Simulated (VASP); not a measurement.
Runs of VASP 6.6.1 on TiPt3. The structure is that of space group Pm-3m (No. 221), or close to it. The cells are those of the table. 

| task | cell | cutoff (eV) | gap on the mesh (eV) | pressure (GPa) |
| --- | --- | --- | --- | --- |
| electric field gradients | a = 3.844 Å, 4 atoms | 400 | none | (b) |
| electric field gradients | a = 3.897, b = 3.897, c = 3.936 Å, 4 atoms | 520 | none | (a) |
| single point | a = 3.897 Å, angles 90.6°, 4 atoms | 520 | none | 0.3 |
| electric field gradients | a = 3.897 Å, angles 90.6°, 4 atoms | 520 | none | 0.3 |
| single point | a = 3.897 Å, angles 88.8°, 4 atoms | 520 | none | 0.6 |
| electric field gradients | a = 3.897, b = 3.897, c = 3.975 Å, 4 atoms | 520 | none | -4.7 |
| single point | a = 3.897 Å, angles 89.4°, 4 atoms | 520 | none | 0.3 |
| single point | a = 3.973 Å, 4 atoms | 500 | none | -13.2 |

Alike in all rows: level PBEsol; potentials or basis VASP PAW PBE potentials, release 64 (Ti_sv, Pt); no spin polarisation; k mesh 9 × 9 × 9; smearing fermi-dirac 0.05 eV.

Question: Estimate the missing entries.

Answer: (a) -2.3; (b) 12.2.

Caveats: the PAW data sets were made with another functional, which shifts forces and pressure a little; spin-orbit coupling is left out, which moves the levels of the heavy elements; the cell stands under tension (at least some runs); the cell stands under pressure (at least some runs).

A k mesh can miss the band edges, and the runs leave out spin-orbit coupling on Pt.

A gap of «none» marks levels without a gap at the run's occupations.
